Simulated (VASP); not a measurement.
NiO:

```xyz
2
Lattice="0.0000 2.1268 2.1268 2.1268 0.0000 2.1268 2.1268 2.1268 0.0000" Properties=species:S:1:pos:R:3 pbc="T T T"
Ni    0.0000    0.0000    0.0000
O     2.1268    2.1268    2.1268
```

Program: VASP 6.6.1. Alike in all runs: task single point; spin collinear, ferromagnetic start; cell as given; k mesh 11 × 11 × 11; cutoff (eV) 520.

Problem. Order these runs on this cell by their pressure, lowest first.
A. level LDA; potentials or basis VASP PAW LDA potentials, release 64 (Ni, O); smearing fermi-dirac 0.05 eV
B. level PBEsol; potentials or basis VASP PAW PBE potentials, release 64 (Ni, O); smearing fermi-dirac 0.05 eV
C. level BLYP+D3(BJ); potentials or basis VASP PAW PBE potentials, release 64 (Ni, O); smearing gaussian 0.02 eV
D. level r2SCAN+D3(BJ); potentials or basis VASP PAW PBE potentials, release 64 (Ni, O); smearing fermi-dirac 0.05 eV
E. level revPBE+D4; potentials or basis VASP PAW PBE potentials, release 64 (Ni, O); smearing fermi-dirac 0.05 eV

Solution. A (-28.0 GPa), B (-15.6 GPa), C (-12.5 GPa), D (-10.8 GPa), E (-8.7 GPa).

Caveats: the PAW data sets were made with another functional, which shifts forces and pressure a little (some runs); a cell with one magnetic atom can't hold antiferromagnetic order, which such compounds often take (some runs); pairwise dispersion overbinds metals, which lowers pressure and volume (some runs).
